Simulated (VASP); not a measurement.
Runs of VASP 6.6.1 on PbF2 (Fluorocronite). The structure is that of space group Fm-3m (No. 225), or close to it. The cells are those of the table. 

```tsv
task	level	potentials or basis	cell	cutoff (eV)	gap on the mesh (eV)	pressure (GPa)	relaxed volume (Å³/atom)
relaxation of cell and atoms	LDA	VASP PAW LDA potentials, release 64 (Pb_d, F)	relaxed from a = 4.191 Å, angles 60.0°, 3 atoms	600	4.31	0.0	(a)
relaxation of cell and atoms	PBE	VASP PAW PBE potentials, release 64 (Pb_d, F)	relaxed from a = 4.191 Å, angles 60.0°, 3 atoms	600	4.53	0.0	17.95
single point	LDA	VASP PAW LDA potentials, release 64 (Pb_d, F)	a = 4.110 Å, angles 60.0°, 3 atoms	520	4.31	0.0	-
relaxation of cell and atoms	PBEsol	VASP PAW PBE potentials, release 64 (Pb_d, F)	relaxed from a = 4.191 Å, angles 60.0°, 3 atoms	600	4.41	0.2	(b)
single point	PBEsol	VASP PAW PBE potentials, release 64 (Pb_d, F)	a = 4.172 Å, angles 60.0°, 3 atoms	520	4.41	-0.3	-
single point	PBE	VASP PAW PBE potentials, release 64 (Pb_d, F)	a = 4.242 Å, angles 60.0°, 3 atoms	520	4.52	-0.2	-
```

Alike in all rows: no spin polarisation; k mesh 5 × 5 × 5; smearing gaussian 0.01 eV.

Q: Estimate the missing entries.

A: (a) 16.34; (b) 17.00.

Caveats: spin-orbit coupling is left out, which moves the levels of the heavy elements; the PAW data sets were made with another functional, which shifts forces and pressure a little (some runs).

A k mesh can miss the band edges, and the runs leave out spin-orbit coupling on Pb.
